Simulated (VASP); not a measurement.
# Mg in VASP: notebook

Aim: see how the results for Mg move with the level of theory and the settings. Levels: PBEsol, PBE. Tasks: electric field gradients.

Everything below comes from runs of VASP 6.6.1. Logs are shortened: lines on timing, memory, paths and dates and some standing lists are left out, and cuts for length are marked.

## 1. The cell of the first run

It takes space group P6_3/mmc (No. 194, hexagonal). Conventional cell: a = 3.166 Å, b = 3.166 Å, c = 5.140 Å, α = 90.00°, β = 90.00°, γ = 120.00°. Mg (site symmetry -6m2) has 12 Mg at 3.15 to 3.17 Å within 4.1 Å.

## 2. Electric field gradients, PBEsol (functional pbesol, volume scaled by 0.96)

Input file INCAR:

```
  PREC = Accurate
  ENCUT = 520
  EDIFF = 1E-8
  ISMEAR = -1
  SIGMA = 0.05
  LREAL = False
  LASPH = True
  NELM = 100
  ALGO = Normal
  ISIF = 2
  LWAVE = False
  LCHARG = False
  GGA = PS
  LEFG = True
  NBANDS = 9
```

Input file KPOINTS:

```
regular mesh
0
Gamma
  12 12 7
```

Input file POSCAR:

```
Mg
1.0
    3.1658976813      0.0000000000      0.0000000000
   -1.5829488406      2.7417478178      0.0000000000
    0.0000000000      0.0000000000      5.1399115029
Mg
2
Direct
    0.3333333333      0.6666666667      0.2500000000
    0.6666666667      0.3333333333      0.7500000000
```

Potentials or basis: VASP PAW PBE potentials, release 64 (Mg).

The run is started by

```console
> cat potpaw_PBE.64/Mg/POTCAR > POTCAR
> mpirun -np 1 vasp_std > vasp.out
```

OUTCAR:

```text
PREC = Accurate
   ENCUT = 520
   EDIFF = 1E-8
   ISMEAR = -1
   LREAL = False
   LASPH = True
   NELM = 100
   ISIF = 2
   GGA = PS

 ion  position               nearest neighbor table
   1  0.333  0.667  0.250-   2 3.15   2 3.15   2 3.15   2 3.15   2 3.15   2 3.15
   2  0.667  0.333  0.750-   1 3.15   1 3.15   1 3.15   1 3.15   1 3.15   1 3.15

  LATTYP: Found a hexagonal cell.
 ALAT       =     3.1658976813
 C/A-ratio  =     1.6235242008

  Lattice vectors:

 A1 = (   3.1658976813,   0.0000000000,   0.0000000000)
 A2 = (  -1.5829488406,   2.7417478178,   0.0000000000)
 A3 = (   0.0000000000,   0.0000000000,   5.1399115029)

Analysis of symmetry for initial positions (statically):
=====================================================================
 Subroutine PRICEL returns:
 Original cell was already a primitive cell.

 Routine SETGRP: Setting up the symmetry group for a
 hexagonal supercell.

 Subroutine GETGRP returns: Found 24 space group operations
 (whereof 12 operations were pure point group operations)
 out of a pool of 24 trial point group operations.

The static configuration has the point symmetry D_3d.
 The point group associated with its full space group is D_6h.

Analysis of symmetry for dynamics (positions and initial velocities):
=====================================================================
 Subroutine PRICEL returns:
 Original cell was already a primitive cell.

 Routine SETGRP: Setting up the symmetry group for a
 hexagonal supercell.

 Subroutine GETGRP returns: Found 24 space group operations
 (whereof 12 operations were pure point group operations)
 out of a pool of 24 trial point group operations.

The dynamic configuration has the point symmetry D_3d.
 The point group associated with its full space group is D_6h.

 Subroutine INISYM returns: Found 24 space group operations
 (whereof 12 operations are pure point group operations),
 and found     1 'primitive' translations

----------------------------------------------------------------------------------------

                                     Primitive cell

  volume of cell :      44.6149

  direct lattice vectors                    reciprocal lattice vectors
     3.165897681  0.000000000  0.000000000     0.315866178  0.182365423  0.000000000
    -1.582948841  2.741747818  0.000000000     0.000000000  0.364730846  0.000000000
     0.000000000  0.000000000  5.139911503     0.000000000  0.000000000  0.194555879

  length of vectors
     3.165897681  3.165897681  5.139911503     0.364730846  0.364730846  0.194555879

  position of ions in fractional coordinates (direct lattice)
     0.333333333  0.666666667  0.250000000
     0.666666667  0.333333333  0.750000000

  ion indices of the primitive-cell ions
   primitive index   ion index
                 1           1
                 2           2

----------------------------------------------------------------------------------------

 KPOINTS: regular mesh

Automatic generation of k-mesh.
 Grid dimensions read from file:
 generate k-points for:   12   12    7

 Generating k-lattice:

  Cartesian coordinates                     Fractional coordinates (reciprocal lattice)
     0.026322181  0.015197119  0.000000000     0.083333333  0.000000000  0.000000000
     0.000000000  0.030394237  0.000000000     0.000000000  0.083333333  0.000000000
     0.000000000  0.000000000  0.027793697     0.000000000  0.000000000  0.142857143

  Length of vectors
     0.030394237  0.030394237  0.027793697

  Shift w.r.t. Gamma in fractional coordinates (k-lattice)
     0.000000000  0.000000000  0.000000000

 Subroutine IBZKPT returns following result:
 ===========================================

 Found     76 irreducible k-points:

 Following reciprocal coordinates:
            Coordinates               Weight
  0.000000  0.000000  0.000000      1.000000
  0.083333  0.000000  0.000000      6.000000
  0.166667  0.000000  0.000000      6.000000
  0.250000  0.000000  0.000000      6.000000
  0.333333  0.000000  0.000000      6.000000
  0.416667  0.000000  0.000000      6.000000
[... 16 lines left out ...]
  0.250000  0.000000  0.142857     12.000000
  0.333333  0.000000  0.142857     12.000000
 [... further k-points ...]
   k-points           NKPTS =     76   k-points in BZ     NKDIM =     76   number of bands    NBANDS=      9
   number of dos      NEDOS =    301   number of ions     NIONS =      2
   total plane-waves  NPLWV =  23040
   dimension x,y,z NGX =    24 NGY =   24 NGZ =   40
   dimension x,y,z NGXF=    48 NGYF=   48 NGZF=   80
   ions per type =               2
   NGX,Y,Z   is equivalent  to a cutoff of  12.60, 12.60, 12.94 a.u.
   NGXF,Y,Z  is equivalent  to a cutoff of  25.21, 25.21, 25.88 a.u.
 SYSTEM =  unknown system
   PREC   = accura    normal or accurate (medium, high low for compatibility)
   ISTART =      0    job   : 0-new  1-cont  2-samecut
   ICHARG =      2    charge: 1-file 2-atom 10-const
   ISPIN  =      1    spin polarized calculation?
   LNONCOLLINEAR =      F non collinear calculations
   LSORBIT =      F    spin-orbit coupling
   LASPH  =      T    aspherical Exc in radial PAW
   ENCUT  =  520.0 eV  38.22 Ry    6.18 a.u.   5.89  5.89  9.56*2*pi/ulx,y,z
   NELM   =    100;   NELMIN=  2; NELMDL= -5     # of ELM steps
   EDIFF  = 0.1E-07   stopping-criterion for ELM
   LREAL  =      F    real-space projection
   EDIFFG = 0.1E-06   stopping-criterion for IOM
   NSW    =      0    number of steps for IOM
   IBRION =     -1    ionic relax: 0-MD 1-quasi-New 2-CG
   NFREE  =      0    steps in history (QN), initial steepest desc. (CG)
   ISIF   =      2    stress and relaxation
   ISYM   =      2    0-nonsym 1-usesym 2-fastsym
   POTIM  = 0.5000    time-step for ionic-motion
   TEBEG  =    0.0;   TEEND  =   0.0 temperature during run
   PSTRESS=    0.0 pullay stress
   NELECT =       4.0000    total number of electrons
   NUPDOWN=      -1.0000    fix difference up-down
   EMIN   =  10.00;   EMAX   =-10.00  energy-range for DOS
   EFERMI =   0.00;   METHOD = LEGACY
   ISMEAR =    -1;   SIGMA  =   0.05  broadening in eV -4-tet -1-fermi 0-gaus
   EFERMI_NEDOS =   21; number of points for ismear=-14 and -15
   IALGO  =     38    algorithm
   IMIX   =      4    mixing-type and parameters
     AMIX     =   0.40;   BMIX     =  1.00
     AMIX_MAG =   1.60;   BMIX_MAG =  1.00
  volume/ion in A,a.u.               =      22.31       150.54
  Fermi-wavevector in a.u.,A,eV,Ry     =   0.732715  1.384630  7.304568  0.536871
  Thomas-Fermi vector in A             =   1.825246
   LORBIT       =      0    0 simple, 1 ext, 2 COOP (PROOUT), +10 PAW based schemes
   GGA     = PS    functional components
   LHFCALC =     F    Hartree Fock is set to
   AEXX    =    0.0000 exact exchange contribution
   IVDW    =     0    specifies the selected vdW correction
   LEPSILON=     F    determine dielectric tensor
   LRPA    =     F    only Hartree local field effects (RPA)
 non-spin polarized calculation
  energy-cutoff  :      520.00
  volume of cell :       44.61
 maximum number of plane-waves:      1216
 NGX is ok and might be reduce to    24
   NGX = 11   NGY = 11   NGZ = 19

 number of electron       4.0000000 magnetization

 Free energy of the ion-electron system (eV)
  ---------------------------------------------------
  ext. energy  EPLUGINS =         0.00000000
  ---------------------------------------------------
  free energy    TOTEN  =        -3.45081588 eV

  energy without entropy =       -3.44371043  energy(sigma->0) =       -3.44726315

 E-fermi :   2.6827     XC(G=0):  -8.6241

 val. band max:        2.6782041574   @ k =   0.2500   0.0000   0.0000
 cond. band min:       2.8346065806   @ k =   0.4167   0.0833   0.2857
 fundamental gap:      0.1564024232
 Fermi energy:         2.6826926249

 k-point     1 :       0.0000    0.0000    0.0000
  band No.  band energies     occupation
      1      -4.3111      2.00000
      2       1.0094      2.00000
      3       1.5062      2.00000
      4      13.8348      0.00000
      5      13.8348      0.00000
      6      14.0113      0.00000
      7      14.0113      0.00000
      8      14.7272      0.00000
      9      16.4462      0.00000
[... 265 lines left out ...]
 k-point    24 :       0.3333    0.0000    0.1429
  band No.  band energies     occupation
      1      -1.9930      2.00000
      2       1.8679      2.00000
      3       4.1965      0.00000
      4       5.3088      0.00000
      5       8.0713      0.00000
      6      10.3198      0.00000
      7      10.4427      0.00000
      8      12.3936      0.00000
      9      13.7070      0.00000

 [... further k-points ...]

------------------------ aborting loop because EDIFF is reached ----------------------------------------

  FORCE on cell =-STRESS in cart. coord.  units (eV):
  Direction    XX          YY          ZZ          XY          YZ          ZX
  --------------------------------------------------------------------------------------
  -------------------------------------------------------------------------------------
  Total        0.1588551      0.1588551     -0.0939433      0.0000000      0.0000000      0.0000000
  in kB        5.7046843      5.7046843     -3.3736210      0.0000000      0.0000000      0.0000000
  external PRESSURE =       2.6785826 kB  Pullay stress =       0.0000000 kB

 VOLUME and BASIS-vectors are now :
 -----------------------------------------------------------------------------
  energy-cutoff  :      520.00
  volume of cell :       44.61
      direct lattice vectors                 reciprocal lattice vectors
     3.165897681  0.000000000  0.000000000     0.315866178  0.182365423  0.000000000
    -1.582948841  2.741747818  0.000000000     0.000000000  0.364730846  0.000000000
     0.000000000  0.000000000  5.139911503     0.000000000  0.000000000  0.194555879

 POSITION                                       TOTAL-FORCE (eV/Angst)
 -----------------------------------------------------------------------------------
     -0.00000      1.82783      1.28498         0.000000     -0.000000      0.000000
      1.58295      0.91392      3.85493        -0.000000      0.000000      0.000000
 -----------------------------------------------------------------------------------
    total drift:                                0.000000     -0.000000      0.000000

  FREE ENERGIE OF THE ION-ELECTRON SYSTEM (eV)
  ---------------------------------------------------
  free  energy   TOTEN  =        -3.4508158753 eV

  energy  without entropy=       -3.4437104308  energy(sigma->0) =       -3.44726315

 Electric field gradients (V/A^2)
---------------------------------------------------------------------
 ion       V_xx      V_yy      V_zz      V_xy      V_xz      V_yz
---------------------------------------------------------------------
   1      -0.543    -0.543     1.085    -0.000    -0.000     0.000
   2      -0.543    -0.543     1.085    -0.000     0.000    -0.000
---------------------------------------------------------------------

 Electric field gradients after diagonalization (V/A^2)
 (convention: |V_zz| > |V_xx| > |V_yy|)
----------------------------------------------------------------------
 ion       V_xx      V_yy      V_zz     asymmetry (V_yy - V_xx)/ V_zz
----------------------------------------------------------------------
   1      -0.543    -0.543     1.085       0.000
   2      -0.543    -0.543     1.085       0.000
----------------------------------------------------------------------

           NMR quadrupolar parameters

 Cq : quadrupolar parameter    Cq=e*Q*V_zz/h
 eta: asymmetry parameters     (V_yy - V_xx)/ V_zz
 Q  : nuclear electric quadrupole moment in mb (millibarn)
----------------------------------------------------------------------
 ion       Cq(MHz)       eta       Q (mb)
----------------------------------------------------------------------
   1       0.003       0.000       1.000
   2       0.003       0.000       1.000
----------------------------------------------------------------------
```

Wall time 21 s (1 thread of Intel Xeon Platinum 8259CL at 2.50GHz (Skylake/Cascade Lake), shared host); peak memory 0.17 GiB.

What came out:

- Free energy: -3.4508 eV
- Pressure: 0.3 GPa
- Band gap on the k mesh: zero (band 2 reaches 3.75 eV, above the bottom of band 3 at 1.51 eV)

Stress tensor (GPa, compression positive):
```
 0.57  0.00  0.00
 0.00  0.57  0.00
 0.00  0.00 -0.34
```

Levels at points of the mesh, in eV from the Fermi level:
```csv
k point,band 1,band 2,band 3,band 4,band 5
"(0.00, 0.00, 0.00)",-6.99,-1.67,-1.18,11.15,11.15
"(0.50, 0.00, 0.00)",-2.13,-2.09,2.76,3.09,3.42
```

Electric field gradients, principal values (V/Å²):
| atom | least | middle | greatest (by size) |
| --- | --- | --- | --- |
| 1 Mg | -0.543 | -0.543 | 1.085 |
| 2 Mg | -0.543 | -0.543 | 1.085 |

Caveat: without QUAD_EFG the Cq values of the log hold for a quadrupole moment of 1 mb, not for the nuclei; the PAW data sets were made with another functional, which shifts forces and pressure a little.

(Part 1 of 2 ends here.)
